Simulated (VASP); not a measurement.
Input of a VASP 6.6.1 run:

File INCAR:

```
SYSTEM = Al3Cu
PREC = Accurate
ENCUT = 520
EDIFF = 1E-6
ISMEAR = 0
SIGMA = 0.1
LREAL = .FALSE.
LASPH = .TRUE.
NELM = 80
ALGO = Normal
ISIF = 2
LWAVE = .FALSE.
LCHARG = .FALSE.
GGA = PS
NBANDS = 18
```

File KPOINTS:

```
Automatic mesh
0
G
  12 12 12
  0 0 0
```

POSCAR

```
Al3Cu
1.0
    4.0770751645      0.0000000000      0.0000000000
    0.0000000000      4.0770751645      0.0000000000
    0.0000000000      0.0000000000      4.0770751645
Al Cu
3 1
Direct
    0.0000000000      0.5000000000      0.5000000000
    0.5000000000      0.0000000000      0.5000000000
    0.5000000000      0.5000000000      0.0000000000
    0.0000000000      0.0000000000      0.0000000000
```

Potentials or basis: VASP PAW PBE potentials, release 64 (Al, Cu).

Launch:

```sh
$ cat potpaw_PBE.64/Al/POTCAR potpaw_PBE.64/Cu/POTCAR > POTCAR
$ mpirun -np 1 vasp_std > vasp.out
```

(1) Estimate the pressure.

(2) Predict the band gap on the k mesh.

Results:

(1) -10.2 GPa.

(2) zero (bands 10 and 11 overlap by 4.16 eV).

Caveat: the cell differs from its parent crystal (strained); the cell stands under tension; the PAW data sets were made with another functional, which shifts forces and pressure a little.
